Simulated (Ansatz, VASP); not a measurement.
**KCaCl3 in VASP and in Ansatz**

```
K Ca Cl
1.0
     6.22637    0.00000    0.00000
     0.00000    6.22637    0.00000
     0.00000    0.00000    4.04714
K Ca Cl
1 1 3
Direct
  0.00000 0.00000 0.00000
  0.50000 0.50000 0.50000
  0.00000 0.50000 0.50000
  0.50000 0.00000 0.50000
  0.50000 0.50000 0.00000
```

Alike in both runs: task single point; functional LDA; k mesh 6 × 6 × 6; occupations gaussian, width 0.05 eV; no spin polarisation.

|  | VASP | Ansatz |
| --- | --- | --- |
| version | VASP 6.6.1 | Ansatz 0.2.0 |
| potentials or method | VASP PAW LDA potentials, release 64 (K_sv, Ca_sv, Cl), cutoff 520 eV | scalar-relativistic, plane waves, PAW |
| valence electrons in the cell | 40 | 40 |

Ansatz gave:

- gap on the k mesh at the Fermi level (eV): 2.70
- least direct gap on the mesh (eV): 2.70
- pressure (GPa): 10.0
- traceless stress, the component that is largest in VASP (GPa): 32.52

Q: What did VASP give for the same quantities?

A: gap on the k mesh at the Fermi level (eV): 2.66; least direct gap on the mesh (eV): 2.66; pressure (GPa): 10.2; traceless stress, the component that is largest in VASP (GPa): 32.87.

LDA's correlation is that of Perdew and Zunger in VASP and of Perdew and Wang (1992) in Ansatz.
